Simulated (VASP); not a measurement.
# GaP (F-43m) in VASP: a series of runs

GaP is run at these levels: PBEsol; tasks: G0W0 quasiparticle levels.

Everything below comes from runs of VASP 6.6.1. Logs are shortened: lines on timing, memory, paths and dates and some standing lists are left out, and cuts for length are marked.

## Step 1: The cell of the first run

It takes space group F-43m (No. 216, cubic). The conventional cell has a = 5.384 Å, b = 5.384 Å, c = 5.384 Å, α = 90.00°, β = 90.00°, γ = 90.00°. Ga (site symmetry -43m) has 4 P at 2.33 Å within 3.1 Å. Within 3.1 Å of P (site symmetry -43m) lie 4 Ga at 2.33 Å.

## Step 2: G0W0 quasiparticle levels, PBEsol

Contents of POSCAR:

```
GaP
1.0
    0.0000000000      2.6920326074      2.6920326074
    2.6920326074      0.0000000000      2.6920326074
    2.6920326074      2.6920326074      0.0000000000
Ga P
1 1
Direct
    0.0000000000      0.0000000000      0.0000000000
    0.2500000000      0.2500000000      0.2500000000
```

Contents of INCAR.step1:

```
SYSTEM = GaP
PREC = Accurate
ENCUT = 500
EDIFF = 1E-8
ISMEAR = 0
SIGMA = 0.01
LREAL = .FALSE.
LASPH = .TRUE.
NELM = 80
ALGO = Normal
LWAVE = .TRUE.
LCHARG = .FALSE.
GGA = PS
```

Contents of INCAR.step2:

```
SYSTEM = GaP
PREC = Accurate
ENCUT = 500
EDIFF = 1E-8
ISMEAR = 0
SIGMA = 0.01
LREAL = .FALSE.
LASPH = .TRUE.
NELM = 1
ALGO = Exact
LWAVE = .TRUE.
LCHARG = .FALSE.
GGA = PS
NBANDS = 97
LOPTICS = .TRUE.
ISTART = 1
```

Contents of INCAR.step3:

```
SYSTEM = GaP
PREC = Accurate
ENCUT = 500
EDIFF = 1E-8
ISMEAR = 0
SIGMA = 0.01
LREAL = .FALSE.
LASPH = .TRUE.
ALGO = EVGW0
LWAVE = .FALSE.
LCHARG = .FALSE.
GGA = PS
NELMGW = 1
NBANDS = 97
ENCUTGW = 100.0
NOMEGA = 48
PRECFOCK = Fast
ISTART = 1
NBANDSGW = 17
```

Contents of KPOINTS:

```
Automatic mesh
0
G
  4 4 4
  0 0 0
```

Potentials or basis: VASP PAW PBE potentials, release 64 (Ga_d_GW, P_GW).

Launch:

```
$ cat potpaw_PBE.64/Ga_d_GW/POTCAR potpaw_PBE.64/P_GW/POTCAR > POTCAR
$ cp INCAR.step1 INCAR
$ mpirun -np 1 vasp_std > vasp.out
$ cp INCAR.step2 INCAR
$ mpirun -np 1 vasp_std > vasp.out
$ cp INCAR.step3 INCAR
$ mpirun -np 1 vasp_std > vasp.out
```

OUTCAR:

```text
SYSTEM = GaP
   PREC = Accurate
   ENCUT = 500
   EDIFF = 1E-8
   ISMEAR = 0
   LREAL = .FALSE.
   LASPH = .TRUE.
   GGA = PS
   NELMGW = 1
   ENCUTGW = 100.0
   PRECFOCK = Fast
   ISTART = 1

 ion  position               nearest neighbor table
   1  0.000  0.000  0.000-   2 2.33   2 2.33   2 2.33   2 2.33
   2  0.250  0.250  0.250-   1 2.33   1 2.33   1 2.33   1 2.33

  LATTYP: Found a face centered cubic cell.
 ALAT       =     5.3840652148

  Lattice vectors:

 A1 = (   0.0000000000,   2.6920326074,   2.6920326074)
 A2 = (   2.6920326074,   0.0000000000,   2.6920326074)
 A3 = (   2.6920326074,   2.6920326074,   0.0000000000)

Analysis of symmetry for initial positions (statically):
=====================================================================
 Subroutine PRICEL returns:
 Original cell was already a primitive cell.

 Routine SETGRP: Setting up the symmetry group for a
 face centered cubic supercell.

 Subroutine GETGRP returns: Found 24 space group operations
 (whereof 24 operations were pure point group operations)
 out of a pool of 48 trial point group operations.

The static configuration has the point symmetry T_d .

Analysis of symmetry for dynamics (positions and initial velocities):
=====================================================================
 Subroutine PRICEL returns:
 Original cell was already a primitive cell.

 Routine SETGRP: Setting up the symmetry group for a
 face centered cubic supercell.

 Subroutine GETGRP returns: Found 24 space group operations
 (whereof 24 operations were pure point group operations)
 out of a pool of 48 trial point group operations.

The dynamic configuration has the point symmetry T_d .

 Subroutine INISYM returns: Found 24 space group operations
 (whereof 24 operations are pure point group operations),
 and found     1 'primitive' translations

----------------------------------------------------------------------------------------

                                     Primitive cell

  volume of cell :      39.0185

  direct lattice vectors                    reciprocal lattice vectors
     0.000000000  2.692032607  2.692032607    -0.185733263  0.185733263  0.185733263
     2.692032607  0.000000000  2.692032607     0.185733263 -0.185733263  0.185733263
     2.692032607  2.692032607  0.000000000     0.185733263  0.185733263 -0.185733263

  length of vectors
     3.807109024  3.807109024  3.807109024     0.321699448  0.321699448  0.321699448

  position of ions in fractional coordinates (direct lattice)
     0.000000000  0.000000000  0.000000000
     0.250000000  0.250000000  0.250000000

  ion indices of the primitive-cell ions
   primitive index   ion index
                 1           1
                 2           2

----------------------------------------------------------------------------------------

 KPOINTS: Automatic mesh

Automatic generation of k-mesh.
 Grid dimensions read from file:
 generate k-points for:    4    4    4

 Generating k-lattice:

  Cartesian coordinates                     Fractional coordinates (reciprocal lattice)
    -0.046433316  0.046433316  0.046433316     0.250000000  0.000000000  0.000000000
     0.046433316 -0.046433316  0.046433316     0.000000000  0.250000000  0.000000000
     0.046433316  0.046433316 -0.046433316     0.000000000  0.000000000  0.250000000

  Length of vectors
     0.080424862  0.080424862  0.080424862

  Shift w.r.t. Gamma in fractional coordinates (k-lattice)
     0.000000000  0.000000000  0.000000000

 Subroutine IBZKPT returns following result:
 ===========================================

 Found      8 irreducible k-points:

 Following reciprocal coordinates:
            Coordinates               Weight
  0.000000  0.000000  0.000000      1.000000
  0.250000  0.000000  0.000000      8.000000
  0.500000  0.000000  0.000000      4.000000
  0.250000  0.250000  0.000000      6.000000
  0.500000  0.250000  0.000000     24.000000
 -0.250000  0.250000  0.000000     12.000000
  0.500000  0.500000  0.000000      3.000000
 -0.250000  0.500000  0.250000      6.000000
   k-points           NKPTS =      8   k-points in BZ     NKDIM =     64   number of bands    NBANDS=     97
   number of dos      NEDOS =    301   number of ions     NIONS =      2
   total plane-waves  NPLWV =  21952
   dimension x,y,z NGX =    28 NGY =   28 NGZ =   28
   dimension x,y,z NGXF=    56 NGYF=   56 NGZF=   56
   ions per type =               1   1
   NGX,Y,Z   is equivalent  to a cutoff of  12.23, 12.23, 12.23 a.u.
   NGXF,Y,Z  is equivalent  to a cutoff of  24.45, 24.45, 24.45 a.u.
 SYSTEM =  GaP
   PREC   = accura    normal or accurate (medium, high low for compatibility)
   ISTART =      1    job   : 0-new  1-cont  2-samecut
   ICHARG =      0    charge: 1-file 2-atom 10-const
   ISPIN  =      1    spin polarized calculation?
   LNONCOLLINEAR =      F non collinear calculations
   LSORBIT =      F    spin-orbit coupling
   LASPH  =      T    aspherical Exc in radial PAW
   ENCUT  =  500.0 eV  36.75 Ry    6.06 a.u.   6.94  6.94  6.94*2*pi/ulx,y,z
   NELM   =     60;   NELMIN=  2; NELMDL=  0     # of ELM steps
   EDIFF  = 0.1E-07   stopping-criterion for ELM
   LREAL  =      F    real-space projection
   EDIFFG = 0.1E-06   stopping-criterion for IOM
   NSW    =      0    number of steps for IOM
   IBRION =     -1    ionic relax: 0-MD 1-quasi-New 2-CG
   NFREE  =      0    steps in history (QN), initial steepest desc. (CG)
   ISIF   =      0    stress and relaxation
   ISYM   =      3    0-nonsym 1-usesym 2-fastsym
   POTIM  = 0.5000    time-step for ionic-motion
   TEBEG  =    0.0;   TEEND  =   0.0 temperature during run
   PSTRESS=    0.0 pullay stress
   NELECT =      18.0000    total number of electrons
   NUPDOWN=      -1.0000    fix difference up-down
   EMIN   =  10.00;   EMAX   =-10.00  energy-range for DOS
   EFERMI =   0.00;   METHOD = LEGACY
   ISMEAR =     0;   SIGMA  =   0.01  broadening in eV -4-tet -1-fermi 0-gaus
   EFERMI_NEDOS =   21; number of points for ismear=-14 and -15
   IALGO  =     38    algorithm
   IMIX   =      4    mixing-type and parameters
     AMIX     =   0.40;   BMIX     =  1.00
     AMIX_MAG =   1.60;   BMIX_MAG =  1.00
  volume/ion in A,a.u.               =      19.51       131.66
  Fermi-wavevector in a.u.,A,eV,Ry     =   1.264956  2.390420 21.770862  1.600113
  Thomas-Fermi vector in A             =   2.398234
   LORBIT       =      0    0 simple, 1 ext, 2 COOP (PROOUT), +10 PAW based schemes
   GGA     = PS    functional components
   LHFCALC =     T    Hartree Fock is set to
   PRECFOCK=fast      Normal, Fast or Accurate (Low or Medium for compatibility)
   ENCUT4O =  -1.0   cutoff for four orbital integrals eV
   NKREDX  =     1    reduce k-point grid by
   NKREDY  =     1    reduce k-point grid by
   NKREDZ  =     1    reduce k-point grid by
   AEXX    =    1.0000 exact exchange contribution
   HFSCREEN=    0.0000 screening length (either q_TF or 0.3 A-1)
   HFSCREENC=   0.0000 screening length for correlation (either q_TF or 0.3 A-1)
   ENCUTFOCK=  -1.0 apply spherical cutoff to Coloumb kernel
   IVDW    =     0    specifies the selected vdW correction
   LEPSILON=     F    determine dielectric tensor
   LRPA    =     F    only Hartree local field effects (RPA)
   LRPAFORCE           =     F    calculate RPA forces
   ENCUTGW             = 100.0    cutoff for response function in eV
   ENCUTGWSOFT         =  80.0    soft cutoff for Coulomb kernel in GW response function in eV
   ENCUTLF             =  -1.0    cutoff for local field effects
   NELMGW              =     1    number of iterations in solving QP/BSE equation
   NELMHF              =     1    number of iterations in the inner HF iteration
   NKREDLFX            =     1    NKREDLFY  =   1   NKREDLFZ  =   1
 non-spin polarized calculation
 Gauss-broadening in eV      SIGMA  =   0.01
  energy-cutoff  :      500.00
  volume of cell :       39.02
 maximum number of plane-waves:       998
  NGX = 16; NGY = 16; NGZ = 16
   NGX = 13   NGY = 13   NGZ = 13
 maximum number of plane-waves:       100
 NGX is ok and might be reduce to    14

 QP shifts <psi_nk| G(iteration)W_0 |psi_nk>: iteration 1
 for sc-GW calculations column KS-energies equals QP-energies in previous step
 and V_xc(KS)=  KS-energies - (<T + V_ion + V_H > + <T+V_H+V_ion>^1  + <V_x>^1)

 k-point   1 :       0.0000    0.0000    0.0000
  band No.  KS-energies  QP-energies   sigma(KS)   V_xc(KS)     V^pw_x(r,r')   Z            occupation Imag(sigma)

      1      -9.9657     -12.7000     -25.5858     -21.6327     -34.9459       0.6917       2.0000       0.2424
      2      -9.9657     -12.7000     -25.5858     -21.6327     -34.9459       0.6917       2.0000       0.2424
      3      -9.9657     -12.7000     -25.5858     -21.6327     -34.9459       0.6917       2.0000       0.2424
      4      -9.8550     -12.6288     -25.7684     -21.7678     -35.0990       0.6933       2.0000       0.2057
      5      -9.8550     -12.6288     -25.7684     -21.7678     -35.0990       0.6933       2.0000       0.2057
      6      -8.1254      -8.5363     -12.0917     -11.4651     -18.7671       0.6557       2.0000       1.0861
[... 9 lines left out ...]
     16      14.4078      14.8009     -10.5515     -11.0761      -5.1169       0.7493       0.0000      -0.2594
     17      17.0518      17.1693      -8.4588      -8.6138      -2.5143       0.7580       0.0000      -0.4944

 k-point   2 :       0.2500    0.0000    0.0000
  band No.  KS-energies  QP-energies   sigma(KS)   V_xc(KS)     V^pw_x(r,r')   Z            occupation Imag(sigma)

      1     -10.0171     -12.6740     -25.2189     -21.3635     -34.5435       0.6891       2.0000       0.2694
      2      -9.9493     -12.6896     -25.6215     -21.6624     -34.9836       0.6921       2.0000       0.2408
      3      -9.9493     -12.6896     -25.6215     -21.6624     -34.9836       0.6921       2.0000       0.2408
      4      -9.8538     -12.6340     -25.7694     -21.7698     -35.1036       0.6951       2.0000       0.2058
      5      -9.8538     -12.6340     -25.7694     -21.7698     -35.1036       0.6951       2.0000       0.2058
      6      -7.3047      -7.7791     -12.5627     -11.8676     -19.0140       0.6825       2.0000       0.9983
[... 9 lines left out ...]
     16      14.4813      14.6213      -8.1973      -8.3803      -2.5732       0.7649       0.0000      -0.3433
     17      17.8250      18.1180      -9.2084      -9.5980      -3.0663       0.7518       0.0000      -0.5684

 k-point   3 :       0.5000    0.0000    0.0000
  band No.  KS-energies  QP-energies   sigma(KS)   V_xc(KS)     V^pw_x(r,r')   Z            occupation Imag(sigma)
[... 85 lines left out ...]
      1     -10.0970     -12.7004     -25.0127     -21.2167     -34.3330       0.6858       2.0000       0.2850
      2      -9.8976     -12.6381     -25.6169     -21.6463     -34.9324       0.6902       2.0000       0.2134
      3      -9.8920     -12.6714     -25.7588     -21.7773     -35.1358       0.6981       2.0000       0.2357
      4      -9.8920     -12.6714     -25.7588     -21.7773     -35.1358       0.6981       2.0000       0.2357
      5      -9.8305     -12.6273     -25.8132     -21.8127     -35.1617       0.6991       2.0000       0.2028
      6      -4.9403      -5.4137     -13.4297     -12.7536     -19.2251       0.7002       2.0000       0.7180
[... 9 lines left out ...]
     16      17.6658      18.0345     -10.8365     -11.3237      -4.7077       0.7567       0.0000      -0.5759
     17      17.6658      18.0345     -10.8365     -11.3237      -4.7077       0.7567       0.0000      -0.5759

 k-point   8 :      -0.2500    0.5000    0.2500
  band No.  KS-energies  QP-energies   sigma(KS)   V_xc(KS)     V^pw_x(r,r')   Z            occupation Imag(sigma)

      1     -10.0758     -12.6717     -25.0216     -21.2322     -34.3480       0.6850       2.0000       0.2866
      2      -9.9228     -12.6845     -25.6912     -21.7154     -35.0550       0.6946       2.0000       0.2351
      3      -9.8993     -12.6598     -25.7020     -21.7299     -35.0666       0.6950       2.0000       0.2326
      4      -9.8729     -12.6367     -25.7314     -21.7404     -35.0669       0.6925       2.0000       0.2113
      5      -9.8455     -12.6257     -25.7741     -21.7781     -35.1145       0.6958       2.0000       0.2044
      6      -4.8288      -5.3203     -13.6557     -12.9549     -19.4548       0.7012       2.0000       0.7030
[... 9 lines left out ...]
     16      18.5476      19.0558     -10.7277     -11.4118      -4.0765       0.7429       0.0000      -0.6753
     17      18.6661      18.9707     -10.1188     -10.5215      -3.7624       0.7564       0.0000      -0.6696
```

It took 3 min on 1 thread of Intel Xeon 8259CL, shared host; peak memory 0.37 GiB.

What came out:

```yaml
Quasiparticle_gap: 1.96 eV
Least_direct_quasiparticle_gap: 3.03 eV
Band_gap_of_the_starting_levels_on_the_mesh: 1.40 eV
Least_direct_gap_of_the_starting_levels_on_the_mesh: 2.04 eV
```

Caveat: the k points lie up to 0.51 Å⁻¹ apart; bands, screening cutoff and mesh are small and nothing is extrapolated, so the quasiparticle values aren't converged.

## Step 3: G0W0 quasiparticle levels, PBEsol

POSCAR is that of step 2.

Contents of INCAR.step1:

```
ALGO = Normal ; EDIFF = 1E-8
ENCUT = 500 ; GGA = PS
ISMEAR = 0 ; LASPH = True
LCHARG = False ; LREAL = False
LWAVE = True ; NELM = 80
PREC = Accurate ; SIGMA = 0.01
```

Contents of INCAR.step2:

```
ALGO = Exact ; EDIFF = 1E-8
ENCUT = 500 ; GGA = PS
ISMEAR = 0 ; ISTART = 1
LASPH = True ; LCHARG = False
LOPTICS = True ; LREAL = False
LWAVE = True ; NBANDS = 222
NELM = 1 ; PREC = Accurate
SIGMA = 0.01
```

Contents of INCAR.step3:

```
ALGO = EVGW0 ; EDIFF = 1E-8
ENCUT = 500 ; ENCUTGW = 180.0
GGA = PS ; ISMEAR = 0
ISTART = 1 ; LASPH = True
LCHARG = False ; LREAL = False
LWAVE = False ; NBANDS = 222
NBANDSGW = 17 ; NELMGW = 1
NOMEGA = 96 ; OMEGAMAX = 30
PREC = Accurate ; PRECFOCK = Fast
SIGMA = 0.01
```

Contents of KPOINTS:

```
k-points
0
Gamma
  4 4 4
```

Potentials or basis: VASP PAW PBE potentials, release 64 (Ga_d_GW, P_GW).

Launch:

```
$ cat potpaw_PBE.64/Ga_d_GW/POTCAR potpaw_PBE.64/P_GW/POTCAR > POTCAR
$ cp INCAR.step1 INCAR
$ mpirun -np 1 vasp_std > vasp.out
$ cp INCAR.step2 INCAR
$ mpirun -np 1 vasp_std > vasp.out
$ cp INCAR.step3 INCAR
$ mpirun -np 1 vasp_std > vasp.out
```

OUTCAR:

```text
EDIFF = 1E-8
   ENCUT = 500
   ENCUTGW = 180.0
   GGA = PS
   ISMEAR = 0
   ISTART = 1
   LASPH = True
   LREAL = False
   NELMGW = 1
   PREC = Accurate
   PRECFOCK = Fast

 ion  position               nearest neighbor table
   1  0.000  0.000  0.000-   2 2.33   2 2.33   2 2.33   2 2.33
   2  0.250  0.250  0.250-   1 2.33   1 2.33   1 2.33   1 2.33

  LATTYP: Found a face centered cubic cell.
 ALAT       =     5.3840652148

  Lattice vectors:

 A1 = (   0.0000000000,   2.6920326074,   2.6920326074)
 A2 = (   2.6920326074,   0.0000000000,   2.6920326074)
 A3 = (   2.6920326074,   2.6920326074,   0.0000000000)

Analysis of symmetry for initial positions (statically):
=====================================================================
 Subroutine PRICEL returns:
 Original cell was already a primitive cell.

 Routine SETGRP: Setting up the symmetry group for a
[... 124 lines left out ...]
  volume/ion in A,a.u.               =      19.51       131.66
  Fermi-wavevector in a.u.,A,eV,Ry     =   1.264956  2.390420 21.770862  1.600113
  Thomas-Fermi vector in A             =   2.398234
   LORBIT       =      0    0 simple, 1 ext, 2 COOP (PROOUT), +10 PAW based schemes
   GGA     = PS    functional components
   LHFCALC =     T    Hartree Fock is set to
   PRECFOCK=fast      Normal, Fast or Accurate (Low or Medium for compatibility)
   ENCUT4O =  -1.0   cutoff for four orbital integrals eV
   NKREDX  =     1    reduce k-point grid by
   NKREDY  =     1    reduce k-point grid by
   NKREDZ  =     1    reduce k-point grid by
   AEXX    =    1.0000 exact exchange contribution
   HFSCREEN=    0.0000 screening length (either q_TF or 0.3 A-1)
   HFSCREENC=   0.0000 screening length for correlation (either q_TF or 0.3 A-1)
   ENCUTFOCK=  -1.0 apply spherical cutoff to Coloumb kernel
   IVDW    =     0    specifies the selected vdW correction
   LEPSILON=     F    determine dielectric tensor
   LRPA    =     F    only Hartree local field effects (RPA)
   LRPAFORCE           =     F    calculate RPA forces
   ENCUTGW             = 180.0    cutoff for response function in eV
   ENCUTGWSOFT         = 144.0    soft cutoff for Coulomb kernel in GW response function in eV
   ENCUTLF             =  -1.0    cutoff for local field effects
   NELMGW              =     1    number of iterations in solving QP/BSE equation
   NELMHF              =     1    number of iterations in the inner HF iteration
   NKREDLFX            =     1    NKREDLFY  =   1   NKREDLFZ  =   1
 non-spin polarized calculation
 Gauss-broadening in eV      SIGMA  =   0.01
  energy-cutoff  :      500.00
  volume of cell :       39.02
 maximum number of plane-waves:       998
  NGX = 16; NGY = 16; NGZ = 16
   NGX = 13   NGY = 13   NGZ = 13
 maximum number of plane-waves:       222

 QP shifts <psi_nk| G(iteration)W_0 |psi_nk>: iteration 1
 for sc-GW calculations column KS-energies equals QP-energies in previous step
 and V_xc(KS)=  KS-energies - (<T + V_ion + V_H > + <T+V_H+V_ion>^1  + <V_x>^1)

 k-point   1 :       0.0000    0.0000    0.0000
  band No.  KS-energies  QP-energies   sigma(KS)   V_xc(KS)     V^pw_x(r,r')   Z            occupation Imag(sigma)

      1      -9.9657     -12.2015     -24.8891     -21.6327     -34.9459       0.6866       2.0000       0.2330
      2      -9.9657     -12.2015     -24.8891     -21.6327     -34.9459       0.6866       2.0000       0.2330
      3      -9.9657     -12.2015     -24.8891     -21.6327     -34.9459       0.6866       2.0000       0.2330
      4      -9.8550     -12.1234     -25.0643     -21.7678     -35.0990       0.6881       2.0000       0.1984
      5      -9.8550     -12.1234     -25.0643     -21.7678     -35.0990       0.6881       2.0000       0.1984
      6      -8.1254      -8.6824     -12.3137     -11.4651     -18.7671       0.6563       2.0000       1.0908
[... 143 lines left out ...]
      3      -9.8993     -12.1544     -24.9995     -21.7299     -35.0666       0.6897       2.0000       0.2238
      4      -9.8729     -12.1316     -25.0273     -21.7404     -35.0669       0.6872       2.0000       0.2036
      5      -9.8455     -12.1181     -25.0696     -21.7781     -35.1145       0.6904       2.0000       0.1974
      6      -4.8288      -5.4693     -13.8702     -12.9549     -19.4548       0.6998       2.0000       0.6966
[... 9 lines left out ...]
     16      18.5476      18.8469     -11.0086     -11.4118      -4.0765       0.7425       0.0000      -0.7085
     17      18.6661      18.8104     -10.3306     -10.5215      -3.7624       0.7560       0.0000      -0.6962
```

It took 2.8 min on 1 thread of Intel Xeon Platinum 8559C (Emerald Rapids), shared host; peak memory 0.55 GiB.

What came out:

```
Quasiparticle gap                                   : 2.08 eV
Least direct quasiparticle gap                      : 3.00 eV
Band gap of the starting levels on the mesh         : 1.40 eV
Least direct gap of the starting levels on the mesh : 2.04 eV
```

Caveat: the k points lie up to 0.51 Å⁻¹ apart; bands, screening cutoff and mesh are small and nothing is extrapolated, so the quasiparticle values aren't converged.
